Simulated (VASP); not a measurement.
# BaTiO3 (P4/mmm) in VASP: a series of runs

The runs below take BaTiO3 through single point, with r2SCAN.

Everything below comes from runs of VASP 6.6.1. Logs are shortened: lines on timing, memory, paths and dates and some standing lists are left out, and cuts for length are marked.

## Step 1: The cell of the first run

It takes space group P4/mmm (No. 123, tetragonal). The conventional cell has a = 4.049 Å, b = 4.049 Å, c = 3.887 Å, α = 90.00°, β = 90.00°, γ = 90.00°. Within 3.7 Å of Ba (site symmetry 4/mmm) lie 12 O at 2.81 to 2.86 Å and 8 Ti at 3.46 Å. Within 2.6 Å of Ti (site symmetry 4/mmm) lie 6 O at 1.94 to 2.02 Å. Within 2.6 Å of O (site symmetry 4/mmm) lie 2 Ti at 1.94 Å. O (site symmetry mmm) has 2 Ti at 2.02 Å and 4 Ba at 2.81 Å and 8 O at 2.81 to 2.86 Å within 2.9 Å.

## Step 2: Single point, r2SCAN

The input, POSCAR:

```
BaTiO3
1.0
    4.0486883309      0.0000000000      0.0000000000
    0.0000000000      4.0486883309      0.0000000000
    0.0000000000      0.0000000000      3.8868714164
Ba Ti O
1 1 3
Direct
    0.0000000000      0.0000000000      0.0000000000
    0.5000000000      0.5000000000      0.5000000000
    0.5000000000      0.5000000000      0.0000000000
    0.5000000000      0.0000000000      0.5000000000
    0.0000000000      0.5000000000      0.5000000000
```

The input, INCAR.step1:

```
PREC     = Accurate       # precision mode
ENCUT    = 520            # plane-wave cutoff, eV
ISMEAR   = 0              # smearing method
SIGMA    = 0.05           # smearing width, eV
LREAL    = False          # projectors in reciprocal space
LASPH    = True           # aspherical terms in the spheres
NELM     = 100            # most SCF steps
NBANDS   = 28             # bands
GGA      = PE             # functional
ALGO     = Normal         # electronic algorithm
EDIFF    = 1E-4           # SCF threshold, eV
LWAVE    = True           # write WAVECAR
LCHARG   = False          # write CHGCAR
```

The input, INCAR.step2:

```
PREC     = Accurate       # precision mode
ENCUT    = 520            # plane-wave cutoff, eV
EDIFF    = 1E-7           # SCF threshold, eV
ISMEAR   = 0              # smearing method
SIGMA    = 0.05           # smearing width, eV
LREAL    = False          # projectors in reciprocal space
LASPH    = True           # aspherical terms in the spheres
NELM     = 100            # most SCF steps
ALGO     = Normal         # electronic algorithm
ISIF     = 2              # what is computed and relaxed
LWAVE    = False          # write WAVECAR
LCHARG   = False          # write CHGCAR
METAGGA  = R2SCAN         # meta-GGA
LMIXTAU  = True         
NBANDS   = 28             # bands
ISTART   = 1
```

The input, KPOINTS:

```
Automatic mesh
0
Gamma
  8 8 8
```

Potentials or basis: VASP PAW PBE potentials, release 64 (Ba_sv, Ti_sv, O).

Started as:

```bash
> cat potpaw_PBE.64/Ba_sv/POTCAR potpaw_PBE.64/Ti_sv/POTCAR potpaw_PBE.64/O/POTCAR > POTCAR
> cp INCAR.step1 INCAR
> mpirun -np 1 vasp_std > vasp.out
> cp INCAR.step2 INCAR
> mpirun -np 1 vasp_std > vasp.out
```

OUTCAR:

```text
PREC = Accurate
   ENCUT = 520
   EDIFF = 1E-7
   ISMEAR = 0
   LREAL = False
   LASPH = True
   NELM = 100
   ISIF = 2
   METAGGA = R2SCAN
   ISTART = 1

 ion  position               nearest neighbor table
   1  0.000  0.000  0.000-   4 2.81   5 2.81   4 2.81   5 2.81   5 2.81   5 2.81   4 2.81   4 2.81
                             3 2.86   3 2.86   3 2.86   3 2.86   2 3.46   2 3.46   2 3.46   2 3.46
   2  0.500  0.500  0.500-   3 1.94   3 1.94   5 2.02   4 2.02   4 2.02   5 2.02   1 3.46   1 3.46
                             1 3.46   1 3.46   1 3.46   1 3.46   1 3.46   1 3.46
   3  0.500  0.500  0.000-   2 1.94   2 1.94   1 2.86   1 2.86   1 2.86   1 2.86
   4  0.500  0.000  0.500-   2 2.02   2 2.02   1 2.81   1 2.81   1 2.81   1 2.81
   5  0.000  0.500  0.500-   2 2.02   2 2.02   1 2.81   1 2.81   1 2.81   1 2.81

  LATTYP: Found a simple tetragonal cell.
 ALAT       =     4.0486883309
 C/A-ratio  =     0.9600322620

  Lattice vectors:

 A1 = (   4.0486883309,   0.0000000000,   0.0000000000)
 A2 = (   0.0000000000,   4.0486883309,   0.0000000000)
 A3 = (   0.0000000000,   0.0000000000,   3.8868714164)

Analysis of symmetry for initial positions (statically):
=====================================================================
 Subroutine PRICEL returns:
 Original cell was already a primitive cell.

 Routine SETGRP: Setting up the symmetry group for a
 simple tetragonal supercell.

 Subroutine GETGRP returns: Found 16 space group operations
 (whereof 16 operations were pure point group operations)
 out of a pool of 16 trial point group operations.

The static configuration has the point symmetry D_4h.

Analysis of symmetry for dynamics (positions and initial velocities):
=====================================================================
 Subroutine PRICEL returns:
 Original cell was already a primitive cell.

 Routine SETGRP: Setting up the symmetry group for a
 simple tetragonal supercell.

 Subroutine GETGRP returns: Found 16 space group operations
 (whereof 16 operations were pure point group operations)
 out of a pool of 16 trial point group operations.

The dynamic configuration has the point symmetry D_4h.

 Subroutine INISYM returns: Found 16 space group operations
 (whereof 16 operations are pure point group operations),
 and found     1 'primitive' translations

----------------------------------------------------------------------------------------

                                     Primitive cell

  volume of cell :      63.7131

  direct lattice vectors                    reciprocal lattice vectors
     4.048688331  0.000000000  0.000000000     0.246993574  0.000000000  0.000000000
     0.000000000  4.048688331  0.000000000     0.000000000  0.246993574  0.000000000
     0.000000000  0.000000000  3.886871416     0.000000000  0.000000000  0.257276327

  length of vectors
     4.048688331  4.048688331  3.886871416     0.246993574  0.246993574  0.257276327

  position of ions in fractional coordinates (direct lattice)
     0.000000000  0.000000000  0.000000000
     0.500000000  0.500000000  0.500000000
     0.500000000  0.500000000  0.000000000
     0.500000000  0.000000000  0.500000000
     0.000000000  0.500000000  0.500000000

  ion indices of the primitive-cell ions
   primitive index   ion index
                 1           1
                 2           2
                 3           3
                 4           4
                 5           5

----------------------------------------------------------------------------------------

 KPOINTS: Automatic mesh

Automatic generation of k-mesh.
 Grid dimensions read from file:
 generate k-points for:    8    8    8

 Generating k-lattice:

  Cartesian coordinates                     Fractional coordinates (reciprocal lattice)
     0.030874197  0.000000000  0.000000000     0.125000000  0.000000000  0.000000000
     0.000000000  0.030874197  0.000000000     0.000000000  0.125000000  0.000000000
     0.000000000  0.000000000  0.032159541     0.000000000  0.000000000  0.125000000

  Length of vectors
     0.030874197  0.030874197  0.032159541

  Shift w.r.t. Gamma in fractional coordinates (k-lattice)
     0.000000000  0.000000000  0.000000000

 Subroutine IBZKPT returns following result:
 ===========================================

 Found     75 irreducible k-points:

 Following reciprocal coordinates:
            Coordinates               Weight
  0.000000  0.000000  0.000000      1.000000
  0.125000  0.000000  0.000000      4.000000
  0.250000  0.000000  0.000000      4.000000
  0.375000  0.000000  0.000000      4.000000
  0.500000  0.000000  0.000000      2.000000
  0.125000  0.125000  0.000000      4.000000
[... 16 lines left out ...]
  0.375000  0.125000  0.125000     16.000000
  0.500000  0.125000  0.125000      8.000000
 [... further k-points ...]
   k-points           NKPTS =     75   k-points in BZ     NKDIM =     75   number of bands    NBANDS=     28
   number of dos      NEDOS =    301   number of ions     NIONS =      5
   total plane-waves  NPLWV =  27000
   dimension x,y,z NGX =    30 NGY =   30 NGZ =   30
   dimension x,y,z NGXF=    60 NGYF=   60 NGZF=   60
   ions per type =               1   1   3
   NGX,Y,Z   is equivalent  to a cutoff of  12.32, 12.32, 12.83 a.u.
   NGXF,Y,Z  is equivalent  to a cutoff of  24.64, 24.64, 25.66 a.u.
 SYSTEM =  unknown system
   PREC   = accura    normal or accurate (medium, high low for compatibility)
   ISTART =      1    job   : 0-new  1-cont  2-samecut
   ICHARG =      0    charge: 1-file 2-atom 10-const
   ISPIN  =      1    spin polarized calculation?
   LNONCOLLINEAR =      F non collinear calculations
   LSORBIT =      F    spin-orbit coupling
   LASPH  =      T    aspherical Exc in radial PAW
   ENCUT  =  520.0 eV  38.22 Ry    6.18 a.u.   7.53  7.53  7.23*2*pi/ulx,y,z
   NELM   =    100;   NELMIN=  2; NELMDL=  0     # of ELM steps
   EDIFF  = 0.1E-06   stopping-criterion for ELM
   LREAL  =      F    real-space projection
   EDIFFG = 0.1E-05   stopping-criterion for IOM
   NSW    =      0    number of steps for IOM
   IBRION =     -1    ionic relax: 0-MD 1-quasi-New 2-CG
   NFREE  =      0    steps in history (QN), initial steepest desc. (CG)
   ISIF   =      2    stress and relaxation
   ISYM   =      2    0-nonsym 1-usesym 2-fastsym
   POTIM  = 0.5000    time-step for ionic-motion
   TEBEG  =    0.0;   TEEND  =   0.0 temperature during run
   PSTRESS=    0.0 pullay stress
   NELECT =      40.0000    total number of electrons
   NUPDOWN=      -1.0000    fix difference up-down
   EMIN   =  10.00;   EMAX   =-10.00  energy-range for DOS
   EFERMI =   0.00;   METHOD = LEGACY
   ISMEAR =     0;   SIGMA  =   0.05  broadening in eV -4-tet -1-fermi 0-gaus
   EFERMI_NEDOS =   21; number of points for ismear=-14 and -15
   IALGO  =     38    algorithm
   IMIX   =      4    mixing-type and parameters
     AMIX     =   0.40;   BMIX     =  1.00
     AMIX_MAG =   1.60;   BMIX_MAG =  1.00
  volume/ion in A,a.u.               =      12.74        85.99
  Fermi-wavevector in a.u.,A,eV,Ry     =   1.401797  2.649013 26.735932  1.965036
  Thomas-Fermi vector in A             =   2.524623
   LORBIT       =      0    0 simple, 1 ext, 2 COOP (PROOUT), +10 PAW based schemes
   METAGGA = R2SCAN    functional components
   LHFCALC =     F    Hartree Fock is set to
   AEXX    =    0.0000 exact exchange contribution
   IVDW    =     0    specifies the selected vdW correction
   LEPSILON=     F    determine dielectric tensor
   LRPA    =     F    only Hartree local field effects (RPA)
 non-spin polarized calculation
 Gauss-broadening in eV      SIGMA  =   0.05
  energy-cutoff  :      520.00
  volume of cell :       63.71
 maximum number of plane-waves:      1742
   NGX = 15   NGY = 15   NGZ = 15

 number of electron      39.9999995 magnetization

 Free energy of the ion-electron system (eV)
  ---------------------------------------------------
  ext. energy  EPLUGINS =         0.00000000
  ---------------------------------------------------
  free energy    TOTEN  =       -74.18276718 eV

  energy without entropy =      -74.18276718  energy(sigma->0) =      -74.18276718

 E-fermi :   3.9104     XC(G=0): -11.9545

 val. band max:        3.6199810548   @ k =   0.5000   0.5000   0.5000
 cond. band min:       5.6819454711   @ k =   0.0000   0.0000   0.0000
 fundamental gap:      2.0619644163
 Fermi energy:         3.9103781776

 k-point     1 :       0.0000    0.0000    0.0000
  band No.  band energies     occupation
      1     -55.2649      2.00000
      2     -30.4485      2.00000
      3     -30.4195      2.00000
      4     -30.4195      2.00000
      5     -21.8773      2.00000
      6     -14.3665      2.00000
[... 20 lines left out ...]
     27       9.4142      0.00000
     28      11.9827      0.00000

 k-point     2 :       0.1250    0.0000    0.0000
  band No.  band energies     occupation
      1     -55.2648      2.00000
      2     -30.4483      2.00000
      3     -30.4269      2.00000
      4     -30.4192      2.00000
      5     -21.8597      2.00000
      6     -14.3901      2.00000
[... 20 lines left out ...]
     27       9.7097      0.00000
     28      12.3404      0.00000

 k-point     3 :       0.2500    0.0000    0.0000
  band No.  band energies     occupation
      1     -55.2644      2.00000
      2     -30.4477      2.00000
      3     -30.4448      2.00000
      4     -30.4186      2.00000
      5     -21.8166      2.00000
      6     -14.4726      2.00000
[... 20 lines left out ...]
     27      10.4745      0.00000
     28      12.7422      0.00000

 k-point     4 :       0.3750    0.0000    0.0000
  band No.  band energies     occupation
      1     -55.2641      2.00000
      2     -30.4625      2.00000
      3     -30.4471      2.00000
      4     -30.4180      2.00000
      5     -21.7725      2.00000
      6     -14.5777      2.00000
[... 20 lines left out ...]
     27      11.3820      0.00000
     28      12.6324      0.00000

 k-point     5 :       0.5000    0.0000    0.0000
  band No.  band energies     occupation
      1     -55.2640      2.00000
      2     -30.4699      2.00000
      3     -30.4468      2.00000
      4     -30.4177      2.00000
      5     -21.7540      2.00000
      6     -14.6254      2.00000
[... 20 lines left out ...]
     27      11.8334      0.00000
     28      12.5863      0.00000

 k-point     6 :       0.1250    0.1250    0.0000
  band No.  band energies     occupation
      1     -55.2646      2.00000
      2     -30.4480      2.00000
      3     -30.4268      2.00000
      4     -30.4264      2.00000
      5     -21.8430      2.00000
      6     -14.4001      2.00000
[... 463 lines left out ...]
      5     -21.8221      2.00000
      6     -14.3334      2.00000
[... 20 lines left out ...]
     27      10.2548      0.00000
     28      12.4922      0.00000

 k-point    22 :       0.2500    0.1250    0.1250
  band No.  band energies     occupation
      1     -55.2640      2.00000
      2     -30.4597      2.00000
      3     -30.4439      2.00000
      4     -30.4255      2.00000
      5     -21.7835      2.00000
      6     -14.3703      2.00000
[... 20 lines left out ...]
     27      10.9546      0.00000
     28      12.7260      0.00000

 k-point    23 :       0.3750    0.1250    0.1250
  band No.  band energies     occupation
      1     -55.2637      2.00000
      2     -30.4615      2.00000
      3     -30.4590      2.00000
      4     -30.4248      2.00000
      5     -21.7442      2.00000
      6     -14.4386      2.00000
[... 20 lines left out ...]
     27      11.8171      0.00000
     28      13.0495      0.00000

 k-point    24 :       0.5000    0.1250    0.1250
  band No.  band energies     occupation
      1     -55.2635      2.00000
      2     -30.4688      2.00000
      3     -30.4588      2.00000
      4     -30.4245      2.00000
      5     -21.7277      2.00000
      6     -14.4730      2.00000
[... 20 lines left out ...]
     27      12.2046      0.00000
     28      13.1848      0.00000

 [... further k-points ...]

------------------------ aborting loop because EDIFF is reached ----------------------------------------

  FORCE on cell =-STRESS in cart. coord.  units (eV):
  Direction    XX          YY          ZZ          XY          YZ          ZX
  --------------------------------------------------------------------------------------
  -------------------------------------------------------------------------------------
  Total       -0.2287544     -0.2287544      3.3575629      0.0000000      0.0000000      0.0000000
  in kB       -5.7524284     -5.7524284     84.4317654      0.0000000      0.0000000      0.0000000
  external PRESSURE =      24.3089696 kB  Pullay stress =       0.0000000 kB

 VOLUME and BASIS-vectors are now :
 -----------------------------------------------------------------------------
  energy-cutoff  :      520.00
  volume of cell :       63.71
      direct lattice vectors                 reciprocal lattice vectors
     4.048688331  0.000000000  0.000000000     0.246993574  0.000000000  0.000000000
     0.000000000  4.048688331  0.000000000     0.000000000  0.246993574  0.000000000
     0.000000000  0.000000000  3.886871416     0.000000000  0.000000000  0.257276327

 POSITION                                       TOTAL-FORCE (eV/Angst)
 -----------------------------------------------------------------------------------
      0.00000      0.00000      0.00000         0.000000      0.000000      0.000000
      2.02434      2.02434      1.94344         0.000000      0.000000      0.000000
      2.02434      2.02434      0.00000         0.000000      0.000000      0.000000
      2.02434      0.00000      1.94344         0.000000      0.000000      0.000000
      0.00000      2.02434      1.94344         0.000000      0.000000      0.000000
 -----------------------------------------------------------------------------------
    total drift:                                0.000000      0.000000     -0.000000

  FREE ENERGIE OF THE ION-ELECTRON SYSTEM (eV)
  ---------------------------------------------------
  free  energy   TOTEN  =       -74.1827671831 eV

  energy  without entropy=      -74.1827671831  energy(sigma->0) =      -74.18276718
```

It took 5.6 min on 1 thread of Intel Xeon 6975P-C (Granite Rapids), shared host; peak memory 0.27 GiB.

What came out:

```
Free energy            : -74.1828 eV
Pressure               : 2.4 GPa
Band gap on the k mesh : 2.06 eV (least direct gap 2.22 eV)
```

Levels at points of the mesh, in eV from the valence-band top:
```tsv
k point	band 18	band 19	band 20	band 21	band 22	band 23
(0.00, 0.00, 0.00)	-0.20	-0.20	-0.16	2.06	2.14	2.14
(0.50, 0.00, 0.00)	-1.71	-0.79	-0.75	2.28	3.72	3.74
(0.50, 0.50, 0.00)	-1.17	-1.17	-0.21	3.75	3.75	4.15
(0.00, 0.00, 0.50)	-1.90	-0.81	-0.81	2.25	4.04	4.10
(0.50, 0.00, 0.50)	-0.81	-0.80	-0.11	3.74	4.10	4.41
(0.50, 0.50, 0.50)	-0.09	0.00	0.00	4.42	4.64	4.64
```

Caveat: the PAW data sets were made with another functional, which shifts forces and pressure a little; spin-orbit coupling is left out, which moves the levels of the heavy elements.

## Step 3: Single point, r2SCAN

This run uses another cell than the first one, of the same volume but with other edges.

Changes to POSCAR since step 2:

```diff
@@ -2,5 +2,5 @@
 1.0
-    4.0486883309      0.0000000000      0.0000000000
-    0.0000000000      4.0486883309      0.0000000000
-    0.0000000000      0.0000000000      3.8868714164
+    3.9295394872      0.0000000000      0.0000000000
+    0.0000000000      3.9295394872      0.0000000000
+    0.0000000000      0.0000000000      4.1261551214
 Ba Ti O
```

The input, INCAR.step1:

```
SYSTEM = BaTiO3
PREC = Accurate
ENCUT = 520
ISMEAR = 0
SIGMA = 0.05
LREAL = .False.
LASPH = .True.
NELM = 60
NBANDS = 28
GGA = PE
ALGO = Normal
EDIFF = 1E-4
LWAVE = .True.
LCHARG = .False.
```

The input, INCAR.step2:

```
SYSTEM = BaTiO3
PREC = Accurate
ENCUT = 520
EDIFF = 1E-6
ISMEAR = 0
SIGMA = 0.05
LREAL = .False.
LASPH = .True.
NELM = 60
ALGO = Normal
ISIF = 2
LWAVE = .False.
LCHARG = .False.
METAGGA = R2SCAN
LMIXTAU = .True.
NBANDS = 28
ISTART = 1
```

The input, KPOINTS:

```
Automatic mesh
0
Gamma
  8 8 8
  0 0 0
```

Potentials or basis: VASP PAW PBE potentials, release 64 (Ba_sv, Ti_sv, O).

Started as:

```bash
> cat potpaw_PBE.64/Ba_sv/POTCAR potpaw_PBE.64/Ti_sv/POTCAR potpaw_PBE.64/O/POTCAR > POTCAR
> cp INCAR.step1 INCAR
> mpirun -np 1 vasp_std > vasp.out
> cp INCAR.step2 INCAR
> mpirun -np 1 vasp_std > vasp.out
```

Wall time 3.5 min (1 thread of Intel Xeon 6975P-C (Granite Rapids), shared host); peak memory 0.27 GiB.

It converged, with:

| Quantity | Value |
| --- | --- |
| Free energy | -74.1668 eV |
| Pressure | 2.6 GPa |
| Band gap on the k mesh | 2.06 eV (least direct gap 2.25 eV) |

Stress tensor (GPa, compression positive):
```
 5.84  0.00  0.00
 0.00  5.84  0.00
 0.00  0.00 -3.87
```

Levels at points of the mesh, in eV from the valence-band top:
| k point | band 18 | band 19 | band 20 | band 21 | band 22 | band 23 |
| --- | --- | --- | --- | --- | --- | --- |
| (0.00, 0.00, 0.00) | -0.26 | -0.19 | -0.19 | 2.06 | 2.06 | 2.15 |
| (0.50, 0.00, 0.00) | -1.91 | -0.87 | -0.79 | 2.23 | 3.96 | 3.98 |
| (0.50, 0.50, 0.00) | -0.67 | -0.67 | -0.06 | 3.97 | 3.97 | 4.46 |
| (0.00, 0.00, 0.50) | -1.54 | -0.79 | -0.79 | 2.27 | 3.55 | 3.55 |
| (0.50, 0.00, 0.50) | -1.11 | -1.10 | -0.24 | 3.56 | 3.98 | 4.22 |
| (0.50, 0.50, 0.50) | -0.08 | -0.08 | 0.00 | 4.47 | 4.47 | 4.69 |

Caveat: the PAW data sets were made with another functional, which shifts forces and pressure a little; spin-orbit coupling is left out, which moves the levels of the heavy elements. A k mesh can miss the band edges.
